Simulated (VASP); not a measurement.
AlNi, 2 atoms in the cell. The structure is tetragonal, space group P4/mmm (No. 123). Conventional cell: a = 2.744 Å, b = 2.744 Å, c = 2.900 Å, α = 90.00°, β = 90.00°, γ = 90.00°. Al (site symmetry 4/mmm) has 8 Ni at 2.42 Å and 6 Al at 2.74 to 2.90 Å within 3.2 Å. Within 3.2 Å of Ni (site symmetry 4/mmm) lie 8 Al at 2.42 Å and 6 Ni at 2.74 to 2.90 Å. 

```yaml
Program: VASP 6.6.1
Task: single point
Functional: PBE
Potentials_or_basis: VASP PAW PBE potentials, release 64 (Al, Ni)
Cutoff: 520 eV
k_mesh: 16 × 16 × 16
Occupations: gaussian, width 0.15 eV
Spin: no spin polarisation
Dipole_correction: no
Further_INCAR_settings: ALGO = Fast; EDIFF = 1e-06; NBANDS = 14
```

Potentials or basis: VASP PAW PBE potentials, release 64 (Al, Ni).

The run is started by

```console
$ cat potpaw_PBE.64/Al/POTCAR potpaw_PBE.64/Ni/POTCAR > POTCAR
$ mpirun -np 1 vasp_std > vasp.out
```

Hardware: 1 thread of Intel(R) Xeon(R) Platinum 8259CL CPU @ 2.50GHz (Skylake/Cascade Lake), with other jobs on the host.

Question: Estimate the wall time of this run.

Answer: Run time: 2.5 min on 1 thread of Intel(R) Xeon(R) Platinum 8259CL CPU @ 2.50GHz (Skylake/Cascade Lake) (shared host), peak memory 0.31 GiB. Counts: scf iterations 15, k points 657.
